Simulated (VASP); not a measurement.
# Mg5O6 in VASP: notebook

Mg5O6 is run at these levels: PBE; tasks: single point.

Program: VASP 6.6.1. These are calculated values, not measurements. Logs are shortened: lines on timing, memory, paths and dates and some standing lists are left out, and cuts for length are marked.

### Step 1. The cell of the first run

The cell holds a slab with vacuum, 11 atoms: a = 3.008 Å, b = 3.008 Å, c = 27.280 Å, α = 90.00°, β = 90.00°, γ = 120.00°.

### Step 2. Single point, PBE

INCAR reads:

```
  PREC = Accurate
  ENCUT = 520
  EDIFF = 1E-6
  ISMEAR = 0
  SIGMA = 0.05
  LREAL = False
  LASPH = True
  NELM = 80
  ALGO = Normal
  ISIF = 2
  LWAVE = False
  LCHARG = True
  LDIPOL = True
  IDIPOL = 3
  DIPOL = 0.5 0.5 0.500
  GGA = PE
  LELF = True
  LVHAR = True
  LVACPOTAV = True
  NBANDS = 34
```

KPOINTS reads:

```
regular mesh
0
Gamma
  9 9 1
```

POSCAR reads:

```
Mg5O6
1.0
    3.0079232190      0.0000000000      0.0000000000
   -1.5039616095      2.6049379203      0.0000000000
    0.0000000000      0.0000000000     27.2797951199
O Mg
6 5
Direct
    0.3333333333      0.6666666667      0.2749287510
    0.0000000000      0.0000000000      0.3649572506
    0.6666666667      0.3333333333      0.4549857502
    0.3333333333      0.6666666667      0.5450142498
    0.0000000000      0.0000000000      0.6350427494
    0.6666666667      0.3333333333      0.7250712490
    0.6666666667      0.3333333333      0.3199430008
    0.3333333333      0.6666666667      0.4099715004
    0.0000000000      0.0000000000      0.5000000000
    0.6666666667      0.3333333333      0.5900284996
    0.3333333333      0.6666666667      0.6800569992
```

Potentials or basis: VASP PAW PBE potentials, release 64 (O, Mg).

Run with:

```
cat potpaw_PBE.64/O/POTCAR potpaw_PBE.64/Mg/POTCAR > POTCAR
mpirun -np 1 vasp_std > vasp.out
```

OUTCAR:

```text
PREC = Accurate
   ENCUT = 520
   EDIFF = 1E-6
   ISMEAR = 0
   LREAL = False
   LASPH = True
   NELM = 80
   ISIF = 2
   GGA = PE

 ion  position               nearest neighbor table
   1  0.333  0.667  0.275-   7 2.13   7 2.13   7 2.13
   2  0.000  0.000  0.365-   7 2.13   8 2.13   7 2.13   8 2.13   7 2.13   8 2.13
   3  0.667  0.333  0.455-   9 2.13   8 2.13   8 2.13   9 2.13   9 2.13   8 2.13
   4  0.333  0.667  0.545-   9 2.13  10 2.13  10 2.13   9 2.13   9 2.13  10 2.13
   5  0.000  0.000  0.635-  10 2.13  11 2.13  10 2.13  11 2.13  10 2.13  11 2.13
   6  0.667  0.333  0.725-  11 2.13  11 2.13  11 2.13
   7  0.667  0.333  0.320-   2 2.13   1 2.13   1 2.13   2 2.13   2 2.13   1 2.13   8 3.01   8 3.01
                             8 3.01
   8  0.333  0.667  0.410-   2 2.13   3 2.13   3 2.13   2 2.13   2 2.13   3 2.13   7 3.01   9 3.01
                             7 3.01   9 3.01   9 3.01   7 3.01
   9  0.000  0.000  0.500-   3 2.13   4 2.13   3 2.13   4 2.13   3 2.13   4 2.13   8 3.01  10 3.01
                            10 3.01   8 3.01   8 3.01  10 3.01
  10  0.667  0.333  0.590-   5 2.13   4 2.13   4 2.13   5 2.13   5 2.13   4 2.13  11 3.01   9 3.01
                            11 3.01   9 3.01   9 3.01  11 3.01
  11  0.333  0.667  0.680-   5 2.13   6 2.13   6 2.13   5 2.13   5 2.13   6 2.13  10 3.01  10 3.01
                            10 3.01

  LATTYP: Found a hexagonal cell.
 ALAT       =     3.0079232190
 C/A-ratio  =     9.0693123241

  Lattice vectors:

 A1 = (   3.0079232190,   0.0000000000,   0.0000000000)
 A2 = (  -1.5039616095,   2.6049379203,   0.0000000000)
 A3 = (   0.0000000000,   0.0000000000,  27.2797951199)

Analysis of symmetry for initial positions (statically):
=====================================================================
 Subroutine PRICEL returns:
 Original cell was already a primitive cell.

 Routine SETGRP: Setting up the symmetry group for a
 hexagonal supercell.

 Subroutine GETGRP returns: Found 12 space group operations
 (whereof 12 operations were pure point group operations)
 out of a pool of 24 trial point group operations.

The static configuration has the point symmetry D_3d.

Analysis of symmetry for dynamics (positions and initial velocities):
=====================================================================
 Subroutine PRICEL returns:
 Original cell was already a primitive cell.

 Routine SETGRP: Setting up the symmetry group for a
 hexagonal supercell.

 Subroutine GETGRP returns: Found 12 space group operations
 (whereof 12 operations were pure point group operations)
 out of a pool of 24 trial point group operations.

The dynamic configuration has the point symmetry D_3d.

 Subroutine INISYM returns: Found 12 space group operations
 (whereof 12 operations are pure point group operations),
 and found     1 'primitive' translations

----------------------------------------------------------------------------------------

                                     Primitive cell

  volume of cell :     213.7496

  direct lattice vectors                    reciprocal lattice vectors
     3.007923219  0.000000000  0.000000000     0.332455295  0.191943154  0.000000000
    -1.503961609  2.604937920  0.000000000     0.000000000  0.383886308  0.000000000
     0.000000000  0.000000000 27.279795120     0.000000000  0.000000000  0.036657167

  length of vectors
     3.007923219  3.007923219 27.279795120     0.383886308  0.383886308  0.036657167

  position of ions in fractional coordinates (direct lattice)
     0.333333333  0.666666667  0.274928751
     0.000000000  0.000000000  0.364957251
     0.666666667  0.333333333  0.454985750
     0.333333333  0.666666667  0.545014250
     0.000000000  0.000000000  0.635042749
     0.666666667  0.333333333  0.725071249
     0.666666667  0.333333333  0.319943001
     0.333333333  0.666666667  0.409971500
     0.000000000  0.000000000  0.500000000
     0.666666667  0.333333333  0.590028500
     0.333333333  0.666666667  0.680056999

  ion indices of the primitive-cell ions
   primitive index   ion index
                 1           1
                 2           2
                 3           3
                 4           4
                 5           5
                 6           6
                 7           7
                 8           8
                 9           9
                10          10
                11          11

----------------------------------------------------------------------------------------

 KPOINTS: regular mesh

Automatic generation of k-mesh.
 Grid dimensions read from file:
 generate k-points for:    9    9    1

 Generating k-lattice:

  Cartesian coordinates                     Fractional coordinates (reciprocal lattice)
     0.036939477  0.021327017  0.000000000     0.111111111  0.000000000  0.000000000
     0.000000000  0.042654034  0.000000000     0.000000000  0.111111111  0.000000000
     0.000000000  0.000000000  0.036657167     0.000000000  0.000000000  1.000000000

  Length of vectors
     0.042654034  0.042654034  0.036657167

  Shift w.r.t. Gamma in fractional coordinates (k-lattice)
     0.000000000  0.000000000  0.000000000

 Subroutine IBZKPT returns following result:
 ===========================================

 Found     12 irreducible k-points:

 Following reciprocal coordinates:
            Coordinates               Weight
  0.000000  0.000000  0.000000      1.000000
  0.111111  0.000000  0.000000      6.000000
  0.222222 -0.000000  0.000000      6.000000
  0.333333  0.000000  0.000000      6.000000
  0.444444 -0.000000  0.000000      6.000000
  0.111111  0.111111  0.000000      6.000000
  0.222222  0.111111  0.000000     12.000000
  0.333333  0.111111  0.000000     12.000000
  0.444444  0.111111  0.000000      6.000000
  0.222222  0.222222  0.000000      6.000000
  0.333333  0.222222  0.000000     12.000000
  0.333333  0.333333  0.000000      2.000000
   k-points           NKPTS =     12   k-points in BZ     NKDIM =     12   number of bands    NBANDS=     34
   number of dos      NEDOS =    301   number of ions     NIONS =     11
   total plane-waves  NPLWV = 120960
   dimension x,y,z NGX =    24 NGY =   24 NGZ =  210
   dimension x,y,z NGXF=    48 NGYF=   48 NGZF=  420
   ions per type =               6   5
   NGX,Y,Z   is equivalent  to a cutoff of  13.26, 13.26, 12.80 a.u.
   NGXF,Y,Z  is equivalent  to a cutoff of  26.53, 26.53, 25.60 a.u.
 SYSTEM =  unknown system
   PREC   = accura    normal or accurate (medium, high low for compatibility)
   ISTART =      0    job   : 0-new  1-cont  2-samecut
   ICHARG =      2    charge: 1-file 2-atom 10-const
   ISPIN  =      1    spin polarized calculation?
   LNONCOLLINEAR =      F non collinear calculations
   LSORBIT =      F    spin-orbit coupling
   LASPH  =      T    aspherical Exc in radial PAW
   ENCUT  =  520.0 eV  38.22 Ry    6.18 a.u.   5.59  5.59 50.72*2*pi/ulx,y,z
   NELM   =     80;   NELMIN=  2; NELMDL= -5     # of ELM steps
   EDIFF  = 0.1E-05   stopping-criterion for ELM
   LREAL  =      F    real-space projection
   EDIFFG = 0.1E-04   stopping-criterion for IOM
   NSW    =      0    number of steps for IOM
   IBRION =     -1    ionic relax: 0-MD 1-quasi-New 2-CG
   NFREE  =      0    steps in history (QN), initial steepest desc. (CG)
   ISIF   =      2    stress and relaxation
   ISYM   =      2    0-nonsym 1-usesym 2-fastsym
   POTIM  = 0.5000    time-step for ionic-motion
   TEBEG  =    0.0;   TEEND  =   0.0 temperature during run
   PSTRESS=    0.0 pullay stress
   NELECT =      46.0000    total number of electrons
   NUPDOWN=      -1.0000    fix difference up-down
   EMIN   =  10.00;   EMAX   =-10.00  energy-range for DOS
   EFERMI =   0.00;   METHOD = LEGACY
   ISMEAR =     0;   SIGMA  =   0.05  broadening in eV -4-tet -1-fermi 0-gaus
   EFERMI_NEDOS =   21; number of points for ismear=-14 and -15
   IALGO  =     38    algorithm
   IMIX   =      4    mixing-type and parameters
     AMIX     =   0.40;   BMIX     =  1.00
     AMIX_MAG =   1.60;   BMIX_MAG =  1.00
  volume/ion in A,a.u.               =      19.43       131.13
  Fermi-wavevector in a.u.,A,eV,Ry     =   0.981053  1.853921 13.095125  0.962465
  Thomas-Fermi vector in A             =   2.112030
   LORBIT       =      0    0 simple, 1 ext, 2 COOP (PROOUT), +10 PAW based schemes
   GGA     = PE    functional components
   LHFCALC =     F    Hartree Fock is set to
   AEXX    =    0.0000 exact exchange contribution
   IVDW    =     0    specifies the selected vdW correction
   LEPSILON=     F    determine dielectric tensor
   LRPA    =     F    only Hartree local field effects (RPA)
 non-spin polarized calculation
 Gauss-broadening in eV      SIGMA  =   0.05
  energy-cutoff  :      520.00
  volume of cell :      213.75
 maximum number of plane-waves:      5825
 NGX is ok and might be reduce to    24
   NGX = 11   NGY = 11   NGZ =101

 number of electron      46.0000017 magnetization

 dipolmoment           0.000000      0.000000     -0.000000 electrons x Angstroem

 Free energy of the ion-electron system (eV)
  ---------------------------------------------------
  ext. energy  EPLUGINS =         0.00000000
  ---------------------------------------------------
  free energy    TOTEN  =       -60.32647714 eV

  energy without entropy =      -60.30364631  energy(sigma->0) =      -60.31506172

 E-fermi :  -3.6011     XC(G=0):  -5.9545

 val. band max:       -3.6026781385   @ k =   0.2222   0.1111   0.0000
 cond. band min:      -3.5569938903   @ k =   0.3333   0.0000   0.0000
 fundamental gap:      0.0456842481
 Fermi energy:        -3.6011019553

 k-point     1 :       0.0000    0.0000    0.0000
  band No.  band energies     occupation
      1     -21.0719      2.00000
      2     -20.7652      2.00000
      3     -20.4126      2.00000
      4     -20.1176      2.00000
      5     -19.2498      2.00000
      6     -19.2451      2.00000
[... 433 lines left out ...]
     33       8.0342      0.00000
     34       8.2335      0.00000

------------------------ aborting loop because EDIFF is reached ----------------------------------------

  FORCE on cell =-STRESS in cart. coord.  units (eV):
  Direction    XX          YY          ZZ          XY          YZ          ZX
  --------------------------------------------------------------------------------------
  -------------------------------------------------------------------------------------
  Total       -1.2529225     -1.2529225     -2.0259625     -0.0000000      0.0000000     -0.0000000
  in kB       -9.3913836     -9.3913836    -15.1857680     -0.0000000      0.0000000     -0.0000000
  external PRESSURE =     -11.3228450 kB  Pullay stress =       0.0000000 kB

 VOLUME and BASIS-vectors are now :
 -----------------------------------------------------------------------------
  energy-cutoff  :      520.00
  volume of cell :      213.75
      direct lattice vectors                 reciprocal lattice vectors
     3.007923219  0.000000000  0.000000000     0.332455295  0.191943154  0.000000000
    -1.503961609  2.604937920  0.000000000     0.000000000  0.383886308  0.000000000
     0.000000000  0.000000000 27.279795120     0.000000000  0.000000000  0.036657167

 POSITION                                       TOTAL-FORCE (eV/Angst)
 -----------------------------------------------------------------------------------
     -0.00000      1.73663      7.50000         0.000000      0.000000      0.867749
      0.00000      0.00000      9.95596         0.000000     -0.000000      0.318147
      1.50396      0.86831     12.41192        -0.000000     -0.000000      0.045752
     -0.00000      1.73663     14.86788         0.000000      0.000000     -0.045752
      0.00000      0.00000     17.32384        -0.000000      0.000000     -0.318147
      1.50396      0.86831     19.77980        -0.000000     -0.000000     -0.867749
      1.50396      0.86831      8.72798         0.000000      0.000000     -1.091056
     -0.00000      1.73663     11.18394         0.000000      0.000000     -0.105075
      0.00000      0.00000     13.63990        -0.000000      0.000000      0.000000
      1.50396      0.86831     16.09586        -0.000000      0.000000      0.105075
     -0.00000      1.73663     18.55182         0.000000     -0.000000      1.091056
 -----------------------------------------------------------------------------------
    total drift:                                0.000000     -0.000000      0.000000

  FREE ENERGIE OF THE ION-ELECTRON SYSTEM (eV)
  ---------------------------------------------------
  free  energy   TOTEN  =       -60.3264771357 eV

  energy  without entropy=      -60.3036463069  energy(sigma->0) =      -60.31506172

 vacuum level on the upper side and lower side of the slab         6.321         6.321
```

Wall time 2.4 min (1 thread of Intel Xeon Platinum 8488C (Sapphire Rapids), shared host); peak memory 0.36 GiB.

What came out:

- Free energy: -60.3265 eV
- Largest force: 1.091 eV/Å
- Band gap on the k mesh: zero (band 23 reaches -3.19 eV, above the bottom of band 24 at -3.67 eV)

Forces on the atoms (eV/Å):
```
O    0.000  0.000  0.868
O    0.000  0.000  0.318
O    0.000  0.000  0.046
O    0.000  0.000 -0.046
O    0.000  0.000 -0.318
O    0.000  0.000 -0.868
Mg   0.000  0.000 -1.091
Mg   0.000  0.000 -0.105
Mg   0.000  0.000  0.000
Mg   0.000  0.000  0.105
Mg   0.000  0.000  1.091
```

### Step 3. Single point, PBE

INCAR reads:

```
PREC = Accurate
ENCUT = 520
EDIFF = 1E-6
ISMEAR = 1
SIGMA = 0.2
LREAL = False
LASPH = True
NELM = 60
ALGO = Normal
ISIF = 2
LWAVE = False
LCHARG = False
LDIPOL = True
IDIPOL = 3
DIPOL = 0.5 0.5 0.500
GGA = PE
NBANDS = 34
```

KPOINTS is that of step 2.

POSCAR is that of step 2.

Potentials or basis: VASP PAW PBE potentials, release 64 (O, Mg).

Run with:

```
cat potpaw_PBE.64/O/POTCAR potpaw_PBE.64/Mg/POTCAR > POTCAR
mpirun -np 1 vasp_std > vasp.out
```

Wall time 1.9 min (1 thread of Intel Xeon Platinum 8488C (Sapphire Rapids), shared host); peak memory 0.36 GiB.

It converged, with:

- Free energy: -60.3253 eV
- Largest force: 1.149 eV/Å
- Band gap on the k mesh: zero (band 23 reaches -3.15 eV, above the bottom of band 24 at -3.67 eV)

Forces in eV/Å, atoms in the order of the input:
```
O    0.000  0.000  0.929
O    0.000  0.000  0.307
O    0.000  0.000  0.041
O    0.000  0.000 -0.041
O    0.000  0.000 -0.307
O    0.000  0.000 -0.929
Mg   0.000  0.000 -1.149
Mg   0.000  0.000 -0.095
Mg   0.000  0.000  0.000
Mg   0.000  0.000  0.095
Mg   0.000  0.000  1.149
```

Levels at points of the mesh, in eV from the Fermi level:
```csv
k point,band 22,band 23,band 24,band 25,band 26,band 27
"(0.00, 0.00, 0.00)",0.40,0.40,0.40,4.44,5.49,6.49
```
